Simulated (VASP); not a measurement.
The system is ZnS.

```xyz
2
Lattice="0.0000 2.7020 2.7020 2.7020 0.0000 2.7020 2.7020 2.7020 0.0000" Properties=species:S:1:pos:R:3 pbc="T T T"
Zn    4.0530    4.0530    4.0530
S     0.0000    0.0000    0.0000
```

Base run:

```yaml
Program: VASP 6.6.1
Functional: PBE-based screened hybrid with 20 % exact exchange
Potentials_or_basis: VASP PAW PBE potentials, release 64 (Zn, S)
Cutoff: 520 eV
k_mesh: 5 × 5 × 5
Occupations: fermi-dirac, width 0.05 eV
Spin: no spin polarisation
```

Its results: band gap on the k mesh 3.10 eV; pressure 1.1 GPa.

Question: After a change of settings the same cell gave: band gap on the k mesh 2.11 eV; pressure 1.6 GPa. Which change was it?
A. functional from PBE-based screened hybrid with 20 % exact exchange to PBE-based screened hybrid with 50 % exact exchange; share of exact exchange from 0.2 to 0.5
B. functional from PBE-based screened hybrid with 20 % exact exchange to PBE0; share of exact exchange from 0.2 to 0.25
C. functional from PBE-based screened hybrid with 20 % exact exchange to b88 exchange, pbe correlation; cutoff from 520 eV to 500 eV; k mesh from 5 × 5 × 5 to 9 × 9 × 9
D. functional from PBE-based screened hybrid with 20 % exact exchange to PBE-based global hybrid with 15 % exact exchange; share of exact exchange from 0.2 to 0.15

Answer: C.

Caveats: the PAW data sets were made with another functional, which shifts forces and pressure a little.
